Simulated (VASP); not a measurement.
Input of a VASP 6.6.1 run:

File INCAR:

```
ALGO     = Normal         # electronic algorithm
EDIFF    = 1E-6           # SCF threshold, eV
ENCUT    = 910            # plane-wave cutoff, eV
GGA_COMPAT= False        
ISIF     = 2              # what is computed and relaxed
ISMEAR   = -1             # smearing method
LASPH    = True           # aspherical terms in the spheres
LCHARG   = False          # write CHGCAR
LREAL    = False          # projectors in reciprocal space
LWAVE    = False          # write WAVECAR
NBANDS   = 11             # bands
NELM     = 120            # most SCF steps
PREC     = Accurate       # precision mode
SIGMA    = 0.05           # smearing width, eV
```

KPOINTS

```
k-points
0
Gamma
  13 13 13
```

Contents of POSCAR:

```
C
1.0
    0.0000000000      1.7420211848      1.7420211848
    1.7420211848      0.0000000000      1.7420211848
    1.7420211848      1.7420211848      0.0000000000
C
2
Direct
    0.5000000000      0.5000000000      0.5000000000
    0.7500000000      0.7500000000      0.7500000000
```

Potentials or basis: VASP PAW LDA potentials, release 64 (C_h).

Run with:

```bash
$ cat potpaw_LDA.64/C_h/POTCAR > POTCAR
$ mpirun -np 1 vasp_std > vasp.out
```

(1) What does it give for the pressure?

(2) What does it give for the band gap on the k mesh?

## Answers

(1) 21.3 GPa.

(2) 4.28 eV, indirect (least direct gap 5.74 eV).

Caveat: the cutoff is under 1.25 times the usual one of these potentials, so pressure, stress and relaxed cells hold a basis-set (Pulay) error.
